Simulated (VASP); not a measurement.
# Li4TaO (Cmmm) in VASP: notebook, part 3 of 3

VASP 6.6.1.

## 5. Single point, PBE

This run uses another cell than the first one, of 12.32 Å³/atom.

INCAR reads:

```
SYSTEM = Li4TaO
PREC     = Accurate       ! precision mode
ENCUT    = 520            ! plane-wave cutoff, eV
EDIFF    = 1E-6           ! SCF threshold, eV
ISMEAR   = 0              ! smearing method
SIGMA    = 0.1            ! smearing width, eV
LREAL    = .FALSE.        ! projectors in reciprocal space
LASPH    = .TRUE.         ! aspherical terms in the spheres
NELM     = 100            ! most SCF steps
ALGO     = Normal         ! electronic algorithm
ISIF     = 2              ! what is computed and relaxed
LWAVE    = .FALSE.        ! write WAVECAR
LCHARG   = .FALSE.        ! write CHGCAR
GGA      = PE             ! functional
NBANDS   = 24             ! bands
```

KPOINTS reads:

```
regular mesh
0
G
  14 14 8
  0 0 0
```

POSCAR reads:

```
Li4TaO
1.0
    1.4764221794     -5.6279703660      0.0000000000
    1.4764221794      5.6279703660      0.0000000000
    0.0000000000      0.0000000000      4.4495439365
Li Ta O
4 1 1
Direct
    0.3723337275      0.6276662725      0.0000000000
    0.6276662725      0.3723337275      0.0000000000
    0.5000000000      0.0000000000      0.5000000000
    0.0000000000      0.5000000000      0.5000000000
    0.5000000000      0.5000000000      0.5000000000
    0.0000000000      0.0000000000      0.0000000000
```

Potentials or basis: VASP PAW PBE potentials, release 64 (Li_sv, Ta_pv, O).

Launch:

```sh
$ cat potpaw_PBE.64/Li_sv/POTCAR potpaw_PBE.64/Ta_pv/POTCAR potpaw_PBE.64/O/POTCAR > POTCAR
$ mpirun -np 1 vasp_std > vasp.out
```

OUTCAR:

```text
SYSTEM = Li4TaO
   PREC = Accurate
   ENCUT = 520
   EDIFF = 1E-6
   ISMEAR = 0
   LREAL = .FALSE.
   LASPH = .TRUE.
   NELM = 100
   ISIF = 2
   GGA = PE

 ion  position               nearest neighbor table
   1  0.372  0.628  0.000-   6 2.06   6 2.06   5 2.65   5 2.65
   2  0.628  0.372  0.000-   6 2.06   6 2.06   5 2.65   5 2.65
   3  0.500  0.000  0.500-   4 1.48   4 1.48   5 2.91   5 2.91
   4  0.000  0.500  0.500-   3 1.48   3 1.48   5 2.91   5 2.91
   5  0.500  0.500  0.500-   1 2.65   2 2.65   1 2.65   2 2.65   6 2.67   6 2.67   6 2.67   6 2.67
                             3 2.91   4 2.91   3 2.91   4 2.91
   6  0.000  0.000  0.000-   2 2.06   1 2.06   2 2.06   1 2.06   5 2.67   5 2.67   5 2.67   5 2.67

  LATTYP: Found a base centered orthorhombic cell.
 ALAT       =     2.9528443588
 B/A-ratio  =     3.8118977380
 C/A-ratio  =     1.5068670732

  Lattice vectors:

 A1 = (   1.4764221794,  -5.6279703660,   0.0000000000)
 A2 = (   1.4764221794,   5.6279703660,   0.0000000000)
 A3 = (   0.0000000000,   0.0000000000,   4.4495439365)

Analysis of symmetry for initial positions (statically):
=====================================================================
 Subroutine PRICEL returns:
 Original cell was already a primitive cell.

 Routine SETGRP: Setting up the symmetry group for a
 base centered orthorhombic supercell.

 Subroutine GETGRP returns: Found  8 space group operations
 (whereof  8 operations were pure point group operations)
 out of a pool of  8 trial point group operations.

The static configuration has the point symmetry D_2h.

Analysis of symmetry for dynamics (positions and initial velocities):
=====================================================================
 Subroutine PRICEL returns:
 Original cell was already a primitive cell.

 Routine SETGRP: Setting up the symmetry group for a
 base centered orthorhombic supercell.

 Subroutine GETGRP returns: Found  8 space group operations
 (whereof  8 operations were pure point group operations)
 out of a pool of  8 trial point group operations.

The dynamic configuration has the point symmetry D_2h.

 Subroutine INISYM returns: Found  8 space group operations
 (whereof  8 operations are pure point group operations),
 and found     1 'primitive' translations

----------------------------------------------------------------------------------------

                                     Primitive cell

  volume of cell :      73.9448

  direct lattice vectors                    reciprocal lattice vectors
     1.476422179 -5.627970366  0.000000000     0.338656522 -0.088841975  0.000000000
     1.476422179  5.627970366  0.000000000     0.338656522  0.088841975  0.000000000
     0.000000000  0.000000000  4.449543936     0.000000000  0.000000000  0.224742134

  length of vectors
     5.818408106  5.818408106  4.449543936     0.350115890  0.350115890  0.224742134

  position of ions in fractional coordinates (direct lattice)
     0.372333727  0.627666273  0.000000000
     0.627666273  0.372333727  0.000000000
     0.500000000  0.000000000  0.500000000
     0.000000000  0.500000000  0.500000000
     0.500000000  0.500000000  0.500000000
     0.000000000  0.000000000  0.000000000

  ion indices of the primitive-cell ions
   primitive index   ion index
[... 28 lines left out ...]
 Subroutine IBZKPT returns following result:
 ===========================================

 Found    285 irreducible k-points:

 Following reciprocal coordinates:
            Coordinates               Weight
  0.000000  0.000000  0.000000      1.000000
  0.071429  0.000000  0.000000      4.000000
  0.142857  0.000000  0.000000      4.000000
  0.214286  0.000000  0.000000      4.000000
  0.285714  0.000000  0.000000      4.000000
  0.357143  0.000000  0.000000      4.000000
[... 16 lines left out ...]
  0.214286  0.142857  0.000000      4.000000
  0.285714  0.142857  0.000000      4.000000
 [... further k-points ...]
   k-points           NKPTS =    285   k-points in BZ     NKDIM =    285   number of bands    NBANDS=     24
   number of dos      NEDOS =    301   number of ions     NIONS =      6
   total plane-waves  NPLWV =  82944
   dimension x,y,z NGX =    48 NGY =   48 NGZ =   36
   dimension x,y,z NGXF=    96 NGYF=   96 NGZF=   72
   ions per type =               4   1   1
   NGX,Y,Z   is equivalent  to a cutoff of  13.71, 13.71, 13.45 a.u.
   NGXF,Y,Z  is equivalent  to a cutoff of  27.43, 27.43, 26.90 a.u.
 SYSTEM =  Li4TaO
   PREC   = accura    normal or accurate (medium, high low for compatibility)
   ISTART =      0    job   : 0-new  1-cont  2-samecut
   ICHARG =      2    charge: 1-file 2-atom 10-const
   ISPIN  =      1    spin polarized calculation?
   LNONCOLLINEAR =      F non collinear calculations
   LSORBIT =      F    spin-orbit coupling
   LASPH  =      T    aspherical Exc in radial PAW
   ENCUT  =  520.0 eV  38.22 Ry    6.18 a.u.  10.82 10.82  8.27*2*pi/ulx,y,z
   NELM   =    100;   NELMIN=  2; NELMDL= -5     # of ELM steps
   EDIFF  = 0.1E-05   stopping-criterion for ELM
   LREAL  =      F    real-space projection
   EDIFFG = 0.1E-04   stopping-criterion for IOM
   NSW    =      0    number of steps for IOM
   IBRION =     -1    ionic relax: 0-MD 1-quasi-New 2-CG
   NFREE  =      0    steps in history (QN), initial steepest desc. (CG)
   ISIF   =      2    stress and relaxation
   ISYM   =      2    0-nonsym 1-usesym 2-fastsym
   POTIM  = 0.5000    time-step for ionic-motion
   TEBEG  =    0.0;   TEEND  =   0.0 temperature during run
   PSTRESS=    0.0 pullay stress
   NELECT =      29.0000    total number of electrons
   NUPDOWN=      -1.0000    fix difference up-down
   EMIN   =  10.00;   EMAX   =-10.00  energy-range for DOS
   EFERMI =   0.00;   METHOD = LEGACY
   ISMEAR =     0;   SIGMA  =   0.10  broadening in eV -4-tet -1-fermi 0-gaus
   EFERMI_NEDOS =   21; number of points for ismear=-14 and -15
   IALGO  =     38    algorithm
   IMIX   =      4    mixing-type and parameters
     AMIX     =   0.40;   BMIX     =  1.00
     AMIX_MAG =   1.60;   BMIX_MAG =  1.00
  volume/ion in A,a.u.               =      12.32        83.17
  Fermi-wavevector in a.u.,A,eV,Ry     =   1.198317  2.264490 19.537455  1.435962
  Thomas-Fermi vector in A             =   2.334209
   LORBIT       =      0    0 simple, 1 ext, 2 COOP (PROOUT), +10 PAW based schemes
   GGA     = PE    functional components
   LHFCALC =     F    Hartree Fock is set to
   AEXX    =    0.0000 exact exchange contribution
   IVDW    =     0    specifies the selected vdW correction
   LEPSILON=     F    determine dielectric tensor
   LRPA    =     F    only Hartree local field effects (RPA)
 non-spin polarized calculation
 Gauss-broadening in eV      SIGMA  =   0.10
  energy-cutoff  :      520.00
  volume of cell :       73.94
 maximum number of plane-waves:      2014
 NGX is ok and might be reduce to    48
   NGX = 21   NGY = 21   NGZ = 17

 number of electron      29.0000005 magnetization

 Free energy of the ion-electron system (eV)
  ---------------------------------------------------
  ext. energy  EPLUGINS =         0.00000000
  ---------------------------------------------------
  free energy    TOTEN  =       -22.23936661 eV

  energy without entropy =      -22.23236516  energy(sigma->0) =      -22.23586589

 E-fermi :   3.5800     XC(G=0):  -9.7808

 val. band max:        3.5772063345   @ k =   0.2857   0.2857   0.3750
 cond. band min:       3.5821832743   @ k =   0.2143   0.2143   0.1250
 fundamental gap:      0.0049769398
 Fermi energy:         3.5799933071

 k-point     1 :       0.0000    0.0000    0.0000
  band No.  band energies     occupation
      1     -46.1433      2.00000
      2     -43.8402      2.00000
      3     -41.9692      2.00000
      4     -41.9554      2.00000
      5     -32.0014      2.00000
      6     -31.3862      2.00000
[... 637 lines left out ...]
     23      10.0925      0.00000
     24      10.9858      0.00000

 [... further k-points ...]
[... 5 lines left out ...]
  --------------------------------------------------------------------------------------
  -------------------------------------------------------------------------------------
  Total       -0.2591831     -0.0476563     -0.0376800     -0.0000000      0.0000000      0.0000000
  in kB       -5.6157712     -1.0325782     -0.8164198     -0.0000000      0.0000000      0.0000000
  external PRESSURE =      -2.4882564 kB  Pullay stress =       0.0000000 kB

 VOLUME and BASIS-vectors are now :
 -----------------------------------------------------------------------------
  energy-cutoff  :      520.00
  volume of cell :       73.94
      direct lattice vectors                 reciprocal lattice vectors
     1.476422179 -5.627970366  0.000000000     0.338656522 -0.088841975  0.000000000
     1.476422179  5.627970366  0.000000000     0.338656522  0.088841975  0.000000000
     0.000000000  0.000000000  4.449543936     0.000000000  0.000000000  0.224742134

 POSITION                                       TOTAL-FORCE (eV/Angst)
 -----------------------------------------------------------------------------------
      1.47642      1.43700      0.00000        -0.000000     -0.001869      0.000000
      1.47642     -1.43700      0.00000        -0.000000      0.001869     -0.000000
      0.73821     -2.81399      2.22477        -0.000000      0.000000      0.000000
      0.73821      2.81399      2.22477        -0.000000      0.000000      0.000000
      1.47642      0.00000      2.22477         0.000000     -0.000000      0.000000
      0.00000      0.00000      0.00000        -0.000000      0.000000      0.000000
 -----------------------------------------------------------------------------------
    total drift:                               -0.000000     -0.000000     -0.000000

  FREE ENERGIE OF THE ION-ELECTRON SYSTEM (eV)
  ---------------------------------------------------
  free  energy   TOTEN  =       -22.2393666087 eV

  energy  without entropy=      -22.2323651648  energy(sigma->0) =      -22.23586589
```

It took 7.5 min on 1 thread of Intel Xeon 6975P-C (Granite Rapids), shared host; peak memory 0.61 GiB.

Results:

```
Free energy            : -22.2394 eV
Band gap on the k mesh : zero (an odd number of electrons rules out a gap without spin polarisation)
```

Caveat: the cutoff is under 1.25 times the usual one of these potentials, so pressure, stress and relaxed cells hold a basis-set (Pulay) error; atoms lie so close that the PAW spheres overlap strongly, which falsifies energies and pressures; spin-orbit coupling is left out, which moves the levels of the heavy elements; an odd number of electrons without spin polarisation forces a metal; a magnetic or distorted state may lie lower.

## 6. Summary

```tsv
spin	cell	k mesh	gap on the mesh (eV)	moment (μB)	largest force (eV/Å)
collinear	a = 4.734, b = 4.734, c = 3.791 Å, angles 90.0, 90.0, 118.9°, 6 atoms, atomic positions A	4 × 4 × 4	none	1.80	1.62
collinear	a = 5.808, b = 5.808, c = 4.500 Å, angles 90.0, 90.0, 150.1°, 6 atoms, atomic positions B	4 × 4 × 4	none	0.82	0.01
collinear	a = 5.826, b = 5.826, c = 4.427 Å, angles 90.0, 90.0, 150.7°, 6 atoms, atomic positions C	6 × 6 × 4	none	0.09	0.01
off	a = 5.818, b = 5.818, c = 4.450 Å, angles 90.0, 90.0, 150.6°, 6 atoms, atomic positions C	14 × 14 × 8	none	-	-
```

Alike in all rows: task single point; level PBE; potentials or basis VASP PAW PBE potentials, release 64 (Li_sv, Ta_pv, O); cutoff (eV) 520; smearing gaussian 0.1 eV.

Caveats: some runs use coarse meshes; the cutoff is under 1.25 times the usual one of these potentials, so pressure, stress and relaxed cells hold a basis-set (Pulay) error; spin-orbit coupling is left out, which moves the levels of the heavy elements; atoms lie so close that the PAW spheres overlap strongly, which falsifies energies and pressures (at least some runs); forces of over 1 eV/Å act on the atoms, so gaps and moduli don't describe the material at rest (at least some runs); an odd number of electrons without spin polarisation forces a metal (at least some runs); a magnetic or distorted state may lie lower (at least some runs).

Total energies depend on the potentials used, so only differences within one code and one set of settings carry meaning.
